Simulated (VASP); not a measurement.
# TiAl3 (R3m) in VASP: a series of runs

Runs on TiAl3. Level: r2SCAN. Tasks: single point.

Everything below comes from runs of VASP 6.6.1. Logs are shortened: lines on timing, memory, paths and dates and some standing lists are left out, and cuts for length are marked.

## 1. The cell of the first run

It takes space group R3m (No. 160, trigonal). The conventional cell has a = 5.594 Å, b = 5.594 Å, c = 6.851 Å, α = 90.00°, β = 90.00°, γ = 120.00°. Ti (site symmetry 3m) has 12 Al at 2.76 to 2.84 Å within 3.6 Å. Al (site symmetry m) has 4 Ti at 2.76 to 2.84 Å and 8 Al at 2.80 Å within 3.6 Å.

## 2. Single point, r2SCAN (atom 1 (Ti) moved +0.050 Å along Cartesian [1 1 1])

File POSCAR:

```
TiAl3
1.0
    3.9556712500      0.0000000000      0.0000000000
    0.0000000000      3.9556712500      0.0000000000
    0.0000000000      0.0000000000      3.9556712500
Ti Al
1 3
Direct
    0.0072977534      0.0072977534      0.0072977534
    0.5000000000      0.5000000000      0.0000000000
    0.5000000000      0.0000000000      0.5000000000
    0.0000000000      0.5000000000      0.5000000000
```

File INCAR.step1:

```
PREC = Accurate
ENCUT = 520
ISMEAR = 0
SIGMA = 0.15
LREAL = F
LASPH = T
NELM = 80
NBANDS = 18
GGA = PE
ALGO = Normal
EDIFF = 1E-4
LWAVE = T
LCHARG = F
```

File INCAR.step2:

```
PREC = Accurate
ENCUT = 520
EDIFF = 1E-6
ISMEAR = 0
SIGMA = 0.15
LREAL = F
LASPH = T
NELM = 80
ALGO = Normal
ISIF = 2
LWAVE = F
LCHARG = F
METAGGA = R2SCAN
LMIXTAU = T
NBANDS = 18
ISTART = 1
```

File KPOINTS:

```
regular mesh
0
Gamma
  12 12 12
```

Potentials or basis: VASP PAW PBE potentials, release 64 (Ti_sv, Al).

Launch:

```console
cat potpaw_PBE.64/Ti_sv/POTCAR potpaw_PBE.64/Al/POTCAR > POTCAR
cp INCAR.step1 INCAR
mpirun -np 1 vasp_std > vasp.out
cp INCAR.step2 INCAR
mpirun -np 1 vasp_std > vasp.out
```

OUTCAR:

```text
PREC = Accurate
   ENCUT = 520
   EDIFF = 1E-6
   ISMEAR = 0
   LREAL = F
   LASPH = T
   NELM = 80
   ISIF = 2
   METAGGA = R2SCAN
   ISTART = 1

 ion  position               nearest neighbor table
   1  0.007  0.007  0.007-   2 2.76   3 2.76   4 2.76   3 2.80   4 2.80   2 2.80   4 2.80   2 2.80
                             3 2.80   4 2.84   3 2.84   2 2.84
   2  0.500  0.500  0.000-   1 2.76   3 2.80   4 2.80   3 2.80   4 2.80   3 2.80   3 2.80   4 2.80
                             4 2.80   1 2.80   1 2.80   1 2.84
   3  0.500  0.000  0.500-   1 2.76   2 2.80   4 2.80   2 2.80   2 2.80   4 2.80   2 2.80   4 2.80
                             4 2.80   1 2.80   1 2.80   1 2.84
   4  0.000  0.500  0.500-   1 2.76   2 2.80   3 2.80   2 2.80   3 2.80   2 2.80   3 2.80   2 2.80
                             3 2.80   1 2.80   1 2.80   1 2.84

  LATTYP: Found a simple cubic cell.
 ALAT       =     3.9556712500

  Lattice vectors:

 A1 = (   3.9556712500,   0.0000000000,   0.0000000000)
 A2 = (   0.0000000000,   3.9556712500,   0.0000000000)
 A3 = (   0.0000000000,   0.0000000000,   3.9556712500)

Analysis of symmetry for initial positions (statically):
=====================================================================
 Subroutine PRICEL returns:
 Original cell was already a primitive cell.

 Routine SETGRP: Setting up the symmetry group for a
 simple cubic supercell.

 Subroutine GETGRP returns: Found  6 space group operations
 (whereof  6 operations were pure point group operations)
 out of a pool of 48 trial point group operations.

The static configuration has the point symmetry C_3v.

Analysis of symmetry for dynamics (positions and initial velocities):
=====================================================================
 Subroutine PRICEL returns:
 Original cell was already a primitive cell.

 Routine SETGRP: Setting up the symmetry group for a
 simple cubic supercell.

 Subroutine GETGRP returns: Found  6 space group operations
 (whereof  6 operations were pure point group operations)
 out of a pool of 48 trial point group operations.

The dynamic configuration has the point symmetry C_3v.

 Subroutine INISYM returns: Found  6 space group operations
 (whereof  6 operations are pure point group operations),
 and found     1 'primitive' translations

----------------------------------------------------------------------------------------

                                     Primitive cell

  volume of cell :      61.8957

  direct lattice vectors                    reciprocal lattice vectors
     3.955671250  0.000000000  0.000000000     0.252801595  0.000000000  0.000000000
     0.000000000  3.955671250  0.000000000     0.000000000  0.252801595  0.000000000
     0.000000000  0.000000000  3.955671250     0.000000000  0.000000000  0.252801595

  length of vectors
     3.955671250  3.955671250  3.955671250     0.252801595  0.252801595  0.252801595

  position of ions in fractional coordinates (direct lattice)
     0.007297753  0.007297753  0.007297753
     0.500000000  0.500000000  0.000000000
     0.500000000  0.000000000  0.500000000
     0.000000000  0.500000000  0.500000000

  ion indices of the primitive-cell ions
   primitive index   ion index
                 1           1
                 2           2
                 3           3
                 4           4

----------------------------------------------------------------------------------------

 KPOINTS: regular mesh

Automatic generation of k-mesh.
 Grid dimensions read from file:
 generate k-points for:   12   12   12

 Generating k-lattice:

  Cartesian coordinates                     Fractional coordinates (reciprocal lattice)
     0.021066800  0.000000000  0.000000000     0.083333333  0.000000000  0.000000000
     0.000000000  0.021066800  0.000000000     0.000000000  0.083333333  0.000000000
     0.000000000  0.000000000  0.021066800     0.000000000  0.000000000  0.083333333

  Length of vectors
     0.021066800  0.021066800  0.021066800

  Shift w.r.t. Gamma in fractional coordinates (k-lattice)
     0.000000000  0.000000000  0.000000000

 Subroutine IBZKPT returns following result:
 ===========================================

 Found    189 irreducible k-points:

 Following reciprocal coordinates:
            Coordinates               Weight
  0.000000  0.000000  0.000000      1.000000
  0.083333  0.000000  0.000000      6.000000
  0.166667  0.000000  0.000000      6.000000
  0.250000  0.000000  0.000000      6.000000
  0.333333  0.000000  0.000000      6.000000
  0.416667  0.000000  0.000000      6.000000
[... 16 lines left out ...]
  0.333333  0.166667  0.000000     12.000000
 -0.166667  0.333333  0.000000     12.000000
 [... further k-points ...]
   k-points           NKPTS =    189   k-points in BZ     NKDIM =    189   number of bands    NBANDS=     18
   number of dos      NEDOS =    301   number of ions     NIONS =      4
   total plane-waves  NPLWV =  27000
   dimension x,y,z NGX =    30 NGY =   30 NGZ =   30
   dimension x,y,z NGXF=    60 NGYF=   60 NGZF=   60
   ions per type =               1   3
   NGX,Y,Z   is equivalent  to a cutoff of  12.61, 12.61, 12.61 a.u.
   NGXF,Y,Z  is equivalent  to a cutoff of  25.22, 25.22, 25.22 a.u.
 SYSTEM =  unknown system
   PREC   = accura    normal or accurate (medium, high low for compatibility)
   ISTART =      1    job   : 0-new  1-cont  2-samecut
   ICHARG =      0    charge: 1-file 2-atom 10-const
   ISPIN  =      1    spin polarized calculation?
   LNONCOLLINEAR =      F non collinear calculations
   LSORBIT =      F    spin-orbit coupling
   LASPH  =      T    aspherical Exc in radial PAW
   ENCUT  =  520.0 eV  38.22 Ry    6.18 a.u.   7.35  7.35  7.35*2*pi/ulx,y,z
   NELM   =     80;   NELMIN=  2; NELMDL=  0     # of ELM steps
   EDIFF  = 0.1E-05   stopping-criterion for ELM
   LREAL  =      F    real-space projection
   EDIFFG = 0.1E-04   stopping-criterion for IOM
   NSW    =      0    number of steps for IOM
   IBRION =     -1    ionic relax: 0-MD 1-quasi-New 2-CG
   NFREE  =      0    steps in history (QN), initial steepest desc. (CG)
   ISIF   =      2    stress and relaxation
   ISYM   =      2    0-nonsym 1-usesym 2-fastsym
   POTIM  = 0.5000    time-step for ionic-motion
   TEBEG  =    0.0;   TEEND  =   0.0 temperature during run
   PSTRESS=    0.0 pullay stress
   NELECT =      21.0000    total number of electrons
   NUPDOWN=      -1.0000    fix difference up-down
   EMIN   =  10.00;   EMAX   =-10.00  energy-range for DOS
   EFERMI =   0.00;   METHOD = LEGACY
   ISMEAR =     0;   SIGMA  =   0.15  broadening in eV -4-tet -1-fermi 0-gaus
   EFERMI_NEDOS =   21; number of points for ismear=-14 and -15
   IALGO  =     38    algorithm
   IMIX   =      4    mixing-type and parameters
     AMIX     =   0.40;   BMIX     =  1.00
     AMIX_MAG =   1.60;   BMIX_MAG =  1.00
  volume/ion in A,a.u.               =      15.47       104.42
  Fermi-wavevector in a.u.,A,eV,Ry     =   1.141811  2.157711 17.738371  1.303733
  Thomas-Fermi vector in A             =   2.278511
   LORBIT       =      0    0 simple, 1 ext, 2 COOP (PROOUT), +10 PAW based schemes
   METAGGA = R2SCAN    functional components
   LHFCALC =     F    Hartree Fock is set to
   AEXX    =    0.0000 exact exchange contribution
   IVDW    =     0    specifies the selected vdW correction
   LEPSILON=     F    determine dielectric tensor
   LRPA    =     F    only Hartree local field effects (RPA)
 non-spin polarized calculation
 Gauss-broadening in eV      SIGMA  =   0.15
  energy-cutoff  :      520.00
  volume of cell :       61.90
 maximum number of plane-waves:      1743
 NGX is ok and might be reduce to    30
   NGX = 15   NGY = 15   NGZ = 15

 number of electron      21.0000009 magnetization

 Free energy of the ion-electron system (eV)
  ---------------------------------------------------
  ext. energy  EPLUGINS =         0.00000000
  ---------------------------------------------------
  free energy    TOTEN  =       -34.81415306 eV

  energy without entropy =      -34.78768694  energy(sigma->0) =      -34.80092000

 E-fermi :   9.1699     XC(G=0): -11.5903

 val. band max:        9.1659108377   @ k =   0.3333   0.3333   0.0000
 cond. band min:       9.1705507184   @ k =  -0.0833   0.1667   0.1667
 fundamental gap:      0.0046398807
 Fermi energy:         9.1698919264

 k-point     1 :       0.0000    0.0000    0.0000
  band No.  band energies     occupation
      1     -50.1680      2.00000
      2     -25.4349      2.00000
      3     -25.4339      2.00000
      4     -25.4339      2.00000
      5      -2.3281      2.00000
      6       5.9539      2.00000
[... 10 lines left out ...]
     17      15.2146      0.00000
     18      15.2166      0.00000

 k-point     2 :       0.0833    0.0000    0.0000
  band No.  band energies     occupation
      1     -50.1680      2.00000
      2     -25.4358      2.00000
      3     -25.4343      2.00000
      4     -25.4338      2.00000
      5      -2.2567      2.00000
      6       5.2969      2.00000
[... 10 lines left out ...]
     17      15.1025      0.00000
     18      15.1091      0.00000

 k-point     3 :       0.1667    0.0000    0.0000
  band No.  band energies     occupation
      1     -50.1678      2.00000
      2     -25.4398      2.00000
      3     -25.4341      2.00000
      4     -25.4335      2.00000
      5      -2.0439      2.00000
      6       4.2405      2.00000
[... 10 lines left out ...]
     17      14.6223      0.00000
     18      14.6225      0.00000

 k-point     4 :       0.2500    0.0000    0.0000
  band No.  band energies     occupation
      1     -50.1676      2.00000
      2     -25.4453      2.00000
      3     -25.4337      2.00000
      4     -25.4331      2.00000
      5      -1.6940      2.00000
      6       3.1510      2.00000
[... 375 lines left out ...]
      4     -25.4330      2.00000
      5      -1.4190      2.00000
      6       3.3777      2.00000
[... 10 lines left out ...]
     17      13.9088      0.00000
     18      14.8788      0.00000

 k-point    23 :       0.3333    0.1667    0.0000
  band No.  band energies     occupation
      1     -50.1671      2.00000
      2     -25.4502      2.00000
      3     -25.4383      2.00000
      4     -25.4326      2.00000
      5      -0.9493      2.00000
      6       2.3631      2.00000
[... 10 lines left out ...]
     17      13.7608      0.00000
     18      14.8347      0.00000

 k-point    24 :      -0.1667    0.3333    0.0000
  band No.  band energies     occupation
      1     -50.1671      2.00000
      2     -25.4502      2.00000
      3     -25.4383      2.00000
      4     -25.4326      2.00000
      5      -0.9493      2.00000
      6       2.3631      2.00000
[... 10 lines left out ...]
     17      13.7639      0.00000
     18      14.8357      0.00000

 [... further k-points ...]
[... 5 lines left out ...]
  --------------------------------------------------------------------------------------
  -------------------------------------------------------------------------------------
  Total        0.0131885      0.0131885      0.0131885      0.0151996      0.0151996      0.0151996
  in kB        0.3413864      0.3413864      0.3413864      0.3934442      0.3934442      0.3934442
  external PRESSURE =       0.3413864 kB  Pullay stress =       0.0000000 kB

 VOLUME and BASIS-vectors are now :
 -----------------------------------------------------------------------------
  energy-cutoff  :      520.00
  volume of cell :       61.90
      direct lattice vectors                 reciprocal lattice vectors
     3.955671250  0.000000000  0.000000000     0.252801595  0.000000000  0.000000000
     0.000000000  3.955671250  0.000000000     0.000000000  0.252801595  0.000000000
     0.000000000  0.000000000  3.955671250     0.000000000  0.000000000  0.252801595

 POSITION                                       TOTAL-FORCE (eV/Angst)
 -----------------------------------------------------------------------------------
      0.02887      0.02887      0.02887        -0.290367     -0.290367     -0.290367
      1.97784      1.97784      0.00000         0.128677      0.128677      0.033012
      1.97784      0.00000      1.97784         0.128677      0.033012      0.128677
      0.00000      1.97784      1.97784         0.033012      0.128677      0.128677
 -----------------------------------------------------------------------------------
    total drift:                               -0.001114     -0.001114     -0.001113

  FREE ENERGIE OF THE ION-ELECTRON SYSTEM (eV)
  ---------------------------------------------------
  free  energy   TOTEN  =       -34.8141530603 eV

  energy  without entropy=      -34.7876869406  energy(sigma->0) =      -34.80092000
```

Wall time 9.9 min (1 thread of Intel Xeon Platinum 8259CL at 2.50GHz (Skylake/Cascade Lake), shared host); peak memory 0.32 GiB.

What came out:

```yaml
Free_energy: -34.8142 eV
Pressure: 0.0 GPa
Largest_force: 0.503 eV/Å
Band_gap_on_the_k_mesh: zero (an odd number of electrons rules out a gap without spin polarisation)
```

Forces in eV/Å, atoms in the order of the input:
```
Ti  -0.290 -0.290 -0.290
Al   0.129  0.129  0.033
Al   0.129  0.033  0.129
Al   0.033  0.129  0.129
```

Caveat: the cell differs from its parent crystal (atom 1 (Ti) moved +0.050 Å along Cartesian [1 1 1]); the PAW data sets were made with another functional, which shifts forces and pressure a little.

(Part 1 of 2 ends here.)
